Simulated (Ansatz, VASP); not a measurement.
# Sc: VASP beside Ansatz

```
Sc
1.0
     3.30900    0.00000    0.00000
    -1.65450    2.86568    0.00000
     0.00000    0.00000    5.27330
Sc
2
Direct
  0.33333 0.66667 0.25000
  0.66667 0.33333 0.75000
```

Alike in both runs: task electric field gradients; functional PBE; k mesh 16 × 16 × 8; occupations gaussian, width 0.05 eV; no spin polarisation.

|  | VASP | Ansatz |
| --- | --- | --- |
| version | VASP 6.6.1 | Ansatz 0.2.0 |
| potentials or method | VASP PAW PBE potentials, release 64 (Sc_sv), cutoff 520 eV | scalar-relativistic, plane waves, PAW |
| valence electrons in the cell | 22 | 22 |

|  | VASP | Ansatz | Ansatz less VASP |
| --- | --- | --- | --- |
| gap on the k mesh at the Fermi level (eV) | none | none | - |
| pressure (GPa) | -0.7 | -0.8 | -0.03 |
| traceless stress, the component that is largest in VASP (GPa) | -1.18 | -1.19 | -0.002 |
| size of Vzz on the site where it differs most (V/Å²) | 9.7 | 9.1 | -0.59 |

A gap of «none» marks a metal or a gap that the smearing closes. The functional is the same, so the differences come from potentials, cutoffs and numerics.
